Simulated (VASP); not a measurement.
A run of VASP 6.6.1:

The input INCAR:

```
PREC = Accurate ; ENCUT = 520
EDIFF = 1E-7 ; ISMEAR = 0
SIGMA = 0.01 ; LREAL = False
LASPH = True ; NELM = 60
ALGO = Normal ; ISIF = 2
LWAVE = False ; LCHARG = False
GGA = PE ; IVDW = 12
NBANDS = 16
```

Contents of KPOINTS:

```
Automatic mesh
0
Gamma
  12 12 4
```

File POSCAR:

```
BN
1.0
    2.4760794818      0.0000000000      0.0000000000
   -1.2380397409      2.1443477330      0.0000000000
    0.0000000000      0.0000000000      5.3648590540
B N
2 2
Direct
    0.3333333333      0.6666666667      0.2500000000
    0.6666666667      0.3333333333      0.7500000000
    0.3333333333      0.6666666667      0.7500000000
    0.6666666667      0.3333333333      0.2500000000
```

Potentials or basis: VASP PAW PBE potentials, release 64 (B, N).

The run is started by

```console
$ cat potpaw_PBE.64/B/POTCAR potpaw_PBE.64/N/POTCAR > POTCAR
$ mpirun -np 1 vasp_std > vasp.out
```

Hardware: 1 thread of Intel(R) Xeon(R) Platinum 8559C (Emerald Rapids), with other jobs on the host.

Problem. Estimate the wall time of this run.

Solution. Wall time 13 s on 1 thread of Intel(R) Xeon(R) Platinum 8559C (Emerald Rapids), with other jobs on the host, peak memory 0.16 GiB. Counts: scf iterations 13, k points 57.
